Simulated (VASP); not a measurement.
# Ti5N4 in VASP: relaxation of the atoms with PBEsol

Aim: the relaxation of the atoms of Ti5N4 with PBEsol.

Program: VASP 6.6.1. These are calculated values, not measurements. Logs are shortened: lines on timing, memory, paths and dates and some standing lists are left out, and cuts for length are marked.

## 1. The cell of the first run

The cell holds a slab with vacuum, 9 atoms: a = 2.973 Å, b = 2.973 Å, c = 24.709 Å, α = 90.00°, β = 90.00°, γ = 120.00°.

## 2. Relaxation of the atoms, PBEsol

INCAR reads:

```
ALGO = Normal ; DIPOL = 0.5 0.5 0.500
EDIFF = 1E-6 ; EDIFFG = -0.02
ENCUT = 520 ; GGA = PS
IBRION = 2 ; IDIPOL = 3
ISIF = 2 ; ISMEAR = 0
LASPH = True ; LCHARG = False
LDIPOL = True ; LREAL = False
LWAVE = False ; NELM = 100
NSW = 80 ; PREC = Accurate
SIGMA = 0.1
```

KPOINTS reads:

```
k-points
0
Gamma
  12 12 1
```

POSCAR reads:

```
Ti5N4
1.0
    2.9726300476      0.0000000000      0.0000000000
   -1.4863150238      2.5743731373      0.0000000000
    0.0000000000      0.0000000000     24.7085690809
Ti N
5 4
Direct
    0.6666666667      0.3333333333      0.3035384192
    0.3333333333      0.6666666667      0.4017692096
    0.0000000000      0.0000000000      0.5000000000
    0.6666666667      0.3333333333      0.5982307904
    0.3333333333      0.6666666667      0.6964615808
    0.0000000000      0.0000000000      0.3526538144
    0.6666666667      0.3333333333      0.4508846048
    0.3333333333      0.6666666667      0.5491153952
    0.0000000000      0.0000000000      0.6473461856
```

Potentials or basis: VASP PAW PBE potentials, release 64 (Ti_sv, N).

Launch:

```
cat potpaw_PBE.64/Ti_sv/POTCAR potpaw_PBE.64/N/POTCAR > POTCAR
mpirun -np 1 vasp_std > vasp.out
```

OUTCAR:

```text
EDIFF = 1E-6
   EDIFFG = -0.02
   ENCUT = 520
   GGA = PS
   IBRION = 2
   ISIF = 2
   ISMEAR = 0
   LASPH = True
   LREAL = False
   NELM = 100
   NSW = 80
   PREC = Accurate

 ion  position               nearest neighbor table
   1  0.667  0.333  0.304-   6 2.10   6 2.10   6 2.10
   2  0.333  0.667  0.402-   6 2.10   7 2.10   7 2.10   6 2.10   6 2.10   7 2.10
   3  0.000  0.000  0.500-   7 2.10   8 2.10   7 2.10   8 2.10   7 2.10   8 2.10
   4  0.667  0.333  0.598-   9 2.10   8 2.10   8 2.10   9 2.10   9 2.10   8 2.10
   5  0.333  0.667  0.696-   9 2.10   9 2.10   9 2.10
   6  0.000  0.000  0.353-   1 2.10   2 2.10   1 2.10   2 2.10   1 2.10   2 2.10
   7  0.667  0.333  0.451-   3 2.10   2 2.10   2 2.10   3 2.10   3 2.10   2 2.10
   8  0.333  0.667  0.549-   3 2.10   4 2.10   4 2.10   3 2.10   3 2.10   4 2.10
   9  0.000  0.000  0.647-   4 2.10   5 2.10   4 2.10   5 2.10   4 2.10   5 2.10

  LATTYP: Found a hexagonal cell.
 ALAT       =     2.9726300476
 C/A-ratio  =     8.3120229175

  Lattice vectors:

 A1 = (   2.9726300476,   0.0000000000,   0.0000000000)
 A2 = (  -1.4863150238,   2.5743731373,   0.0000000000)
 A3 = (   0.0000000000,   0.0000000000,  24.7085690809)

Analysis of symmetry for initial positions (statically):
=====================================================================
 Subroutine PRICEL returns:
 Original cell was already a primitive cell.

 Routine SETGRP: Setting up the symmetry group for a
 hexagonal supercell.

 Subroutine GETGRP returns: Found 12 space group operations
 (whereof 12 operations were pure point group operations)
 out of a pool of 24 trial point group operations.

The static configuration has the point symmetry D_3d.

Analysis of symmetry for dynamics (positions and initial velocities):
=====================================================================
 Subroutine PRICEL returns:
 Original cell was already a primitive cell.

 Routine SETGRP: Setting up the symmetry group for a
 hexagonal supercell.

 Subroutine GETGRP returns: Found 12 space group operations
 (whereof 12 operations were pure point group operations)
 out of a pool of 24 trial point group operations.

The dynamic configuration has the point symmetry D_3d.

 Subroutine INISYM returns: Found 12 space group operations
 (whereof 12 operations are pure point group operations),
 and found     1 'primitive' translations

----------------------------------------------------------------------------------------

                                     Primitive cell

  volume of cell :     189.0863

  direct lattice vectors                    reciprocal lattice vectors
     2.972630048  0.000000000  0.000000000     0.336402440  0.194222039  0.000000000
    -1.486315024  2.574373137  0.000000000     0.000000000  0.388444078  0.000000000
     0.000000000  0.000000000 24.708569081     0.000000000  0.000000000  0.040471789

  length of vectors
     2.972630048  2.972630048 24.708569081     0.388444078  0.388444078  0.040471789

  position of ions in fractional coordinates (direct lattice)
     0.666666667  0.333333333  0.303538419
     0.333333333  0.666666667  0.401769210
     0.000000000  0.000000000  0.500000000
     0.666666667  0.333333333  0.598230790
     0.333333333  0.666666667  0.696461581
     0.000000000  0.000000000  0.352653814
     0.666666667  0.333333333  0.450884605
     0.333333333  0.666666667  0.549115395
     0.000000000  0.000000000  0.647346186

  ion indices of the primitive-cell ions
   primitive index   ion index
                 1           1
                 2           2
                 3           3
                 4           4
                 5           5
                 6           6
                 7           7
                 8           8
                 9           9

----------------------------------------------------------------------------------------

 KPOINTS: k-points

[... 54 lines left out ...]
   ICHARG =      2    charge: 1-file 2-atom 10-const
   ISPIN  =      1    spin polarized calculation?
   LNONCOLLINEAR =      F non collinear calculations
   LSORBIT =      F    spin-orbit coupling
   LASPH  =      T    aspherical Exc in radial PAW
   ENCUT  =  520.0 eV  38.22 Ry    6.18 a.u.   5.53  5.53 45.94*2*pi/ulx,y,z
   NELM   =    100;   NELMIN=  2; NELMDL= -5     # of ELM steps
   EDIFF  = 0.1E-05   stopping-criterion for ELM
   LREAL  =      F    real-space projection
   EDIFFG = -.2E-01   stopping-criterion for IOM
   NSW    =     80    number of steps for IOM
   IBRION =      2    ionic relax: 0-MD 1-quasi-New 2-CG
   NFREE  =      1    steps in history (QN), initial steepest desc. (CG)
   ISIF   =      2    stress and relaxation
   ISYM   =      2    0-nonsym 1-usesym 2-fastsym
   POTIM  = 0.5000    time-step for ionic-motion
   TEBEG  =    0.0;   TEEND  =   0.0 temperature during run
   PSTRESS=    0.0 pullay stress
   NELECT =      80.0000    total number of electrons
   NUPDOWN=      -1.0000    fix difference up-down
   EMIN   =  10.00;   EMAX   =-10.00  energy-range for DOS
   EFERMI =   0.00;   METHOD = LEGACY
   ISMEAR =     0;   SIGMA  =   0.10  broadening in eV -4-tet -1-fermi 0-gaus
   EFERMI_NEDOS =   21; number of points for ismear=-14 and -15
   IALGO  =     38    algorithm
   IMIX   =      4    mixing-type and parameters
     AMIX     =   0.40;   BMIX     =  1.00
     AMIX_MAG =   1.60;   BMIX_MAG =  1.00
  volume/ion in A,a.u.               =      21.01       141.78
  Fermi-wavevector in a.u.,A,eV,Ry     =   1.228999  2.322471 20.550762  1.510438
  Thomas-Fermi vector in A             =   2.363903
   LORBIT       =      0    0 simple, 1 ext, 2 COOP (PROOUT), +10 PAW based schemes
   GGA     = PS    functional components
   LHFCALC =     F    Hartree Fock is set to
   AEXX    =    0.0000 exact exchange contribution
   IVDW    =     0    specifies the selected vdW correction
   LEPSILON=     F    determine dielectric tensor
   LRPA    =     F    only Hartree local field effects (RPA)
 conjugate gradient relaxation of ions
 non-spin polarized calculation
 Gauss-broadening in eV      SIGMA  =   0.10
  energy-cutoff  :      520.00
  volume of cell :      189.09
 maximum number of plane-waves:      5167
 NGX is ok and might be reduce to    24
   NGX = 11   NGY = 11   NGZ = 91

--------------------------------------- Ionic step        1  -------------------------------------------

 number of electron      80.0000011 magnetization

 Free energy of the ion-electron system (eV)
  ---------------------------------------------------
  ext. energy  EPLUGINS =         0.00000000
  ---------------------------------------------------
  free energy    TOTEN  =       -89.46408439 eV

  energy without entropy =      -89.41902376  energy(sigma->0) =      -89.44155407

------------------------ aborting loop because EDIFF is reached ----------------------------------------

  FORCE on cell =-STRESS in cart. coord.  units (eV):
  Direction    XX          YY          ZZ          XY          YZ          ZX
  --------------------------------------------------------------------------------------
  -------------------------------------------------------------------------------------
  Total       -2.6439746     -2.6439746     -3.2527452     -0.0000000      0.0000000      0.0000000
  in kB      -22.4030888    -22.4030888    -27.5613617     -0.0000000      0.0000000      0.0000000
  external PRESSURE =     -24.1225131 kB  Pullay stress =       0.0000000 kB
[... 110 lines left out ...]
  FREE ENERGIE OF THE ION-ELECTRON SYSTEM (eV)
  ---------------------------------------------------
  free  energy   TOTEN  =       -89.6650314583 eV

  energy  without entropy=      -89.6265530287  energy(sigma->0) =      -89.64579224

[... ionic steps 4 to 9 ...]

--------------------------------------- Ionic step       10  -------------------------------------------

 number of electron      80.0000025 magnetization

------------------------ aborting loop because EDIFF is reached ----------------------------------------
[... 38 lines left out ...]
--------------------------------------- Ionic step       11  -------------------------------------------

 number of electron      80.0000023 magnetization

 dipolmoment           0.000000      0.000000     -0.000000 electrons x Angstroem

------------------------ aborting loop because EDIFF is reached ----------------------------------------

  FORCE on cell =-STRESS in cart. coord.  units (eV):
  Direction    XX          YY          ZZ          XY          YZ          ZX
  --------------------------------------------------------------------------------------
  -------------------------------------------------------------------------------------
  Total        0.3407290      0.3407290     -0.1689152      0.0000000      0.0000000      0.0000000
  in kB        2.8870864      2.8870864     -1.4312625      0.0000000      0.0000000      0.0000000
  external PRESSURE =       1.4476368 kB  Pullay stress =       0.0000000 kB
[... 30 lines left out ...]
--------------------------------------- Ionic step       12  -------------------------------------------

 number of electron      80.0000023 magnetization

 dipolmoment           0.000000      0.000000      0.000000 electrons x Angstroem

 Free energy of the ion-electron system (eV)
  ---------------------------------------------------
  ext. energy  EPLUGINS =         0.00000000
  ---------------------------------------------------
  free energy    TOTEN  =       -89.67611602 eV

  energy without entropy =      -89.63813175  energy(sigma->0) =      -89.65712389

 E-fermi :   3.0346     XC(G=0):  -7.0904

 val. band max:        3.0345710191   @ k =   0.4167  -0.0000   0.0000
 cond. band min:       3.0353965999   @ k =   0.3333   0.3333   0.0000
 fundamental gap:      0.0008255807
 Fermi energy:         3.0346301885

 k-point     1 :       0.0000    0.0000    0.0000
  band No.  band energies     occupation
      1     -54.7123      2.00000
      2     -54.2711      2.00000
      3     -54.2677      2.00000
      4     -53.8696      2.00000
      5     -53.8696      2.00000
      6     -31.3078      2.00000
[... 958 lines left out ...]
     47       4.8938      0.00000
     48       4.9457      0.00000

------------------------ aborting loop because EDIFF is reached ----------------------------------------

 vacuum level on the upper side and lower side of the slab       (xc-potential included)        -0.007        -0.007

  FORCE on cell =-STRESS in cart. coord.  units (eV):
  Direction    XX          YY          ZZ          XY          YZ          ZX
  --------------------------------------------------------------------------------------
  -------------------------------------------------------------------------------------
  Total        0.3742965      0.3742965     -0.0733832      0.0000000     -0.0000000     -0.0000000
  in kB        3.1715126      3.1715126     -0.6217954      0.0000000     -0.0000000     -0.0000000
  external PRESSURE =       1.9070766 kB  Pullay stress =       0.0000000 kB
[... 24 lines left out ...]
  FREE ENERGIE OF THE ION-ELECTRON SYSTEM (eV)
  ---------------------------------------------------
  free  energy   TOTEN  =       -89.6761160204 eV

  energy  without entropy=      -89.6381317501  energy(sigma->0) =      -89.65712389

 reached required accuracy - stopping structural energy minimisation

 vacuum level on the upper side and lower side of the slab         7.708         7.708
```

Wall time 26 min (1 thread of Intel Xeon 6975P-C (Granite Rapids), shared host); peak memory 0.39 GiB.

What came out:

* Free energy: -89.6761 eV
* Energy gained by relaxing: 23.6 meV/atom
* Ionic steps: 12
* Largest force after relaxing: 0.006 eV/Å
* Band gap on the k mesh: zero (bands 40 and 41 overlap by 0.54 eV)

Forces in eV/Å, atoms in the order of the input:
```
Ti   0.000  0.000 -0.004
Ti   0.000  0.000  0.006
Ti   0.000  0.000  0.000
Ti   0.000  0.000 -0.006
Ti   0.000  0.000  0.004
N    0.000  0.000  0.002
N    0.000  0.000 -0.004
N    0.000  0.000  0.004
N    0.000  0.000 -0.002
```

Step by step:
| step | energy change (eV) | largest force (eV/Å) | pressure (GPa) |
| --- | --- | --- | --- |
| 1 | 0.0000 | 1.3364 | -2.41 |
| 2 | -0.1915 | 0.3941 | -1.04 |
| 3 | -0.2009 | 0.3287 | -0.57 |
| 4 | -0.2009 | 0.3047 | -0.62 |
| 5 | -0.2085 | 0.0578 | -0.44 |
| 6 | -0.2086 | 0.0722 | -0.42 |
| 7 | -0.2095 | 0.0510 | -0.33 |
| 8 | -0.2104 | 0.0828 | -0.12 |
| 9 | -0.2111 | 0.0627 | -0.05 |
| 10 | -0.2119 | 0.0258 | 0.09 |
| 11 | -0.2119 | 0.0342 | 0.14 |
| 12 | -0.2120 | 0.0059 | 0.19 |

Final structure:
```cif
data_structure
_symmetry_space_group_name_H-M 'P 1'
_symmetry_Int_Tables_number 1
_cell_length_a 2.9726
_cell_length_b 2.9726
_cell_length_c 24.7086
_cell_angle_alpha 90.000
_cell_angle_beta 90.000
_cell_angle_gamma 120.000
_cell_volume 189.09
loop_
_atom_site_label
_atom_site_type_symbol
_atom_site_fract_x
_atom_site_fract_y
_atom_site_fract_z
_atom_site_occupancy
Ti1 Ti 0.66667 0.33333 0.30813 1
Ti2 Ti 0.33333 0.66667 0.40130 1
Ti3 Ti 0.00000 0.00000 0.50000 1
Ti4 Ti 0.66667 0.33333 0.59870 1
Ti5 Ti 0.33333 0.66667 0.69187 1
N1 N 0.00000 0.00000 0.35092 1
N2 N 0.66667 0.33333 0.45139 1
N3 N 0.33333 0.66667 0.54861 1
N4 N 0.00000 0.00000 0.64908 1
```

Caveat: the PAW data sets were made with another functional, which shifts forces and pressure a little.
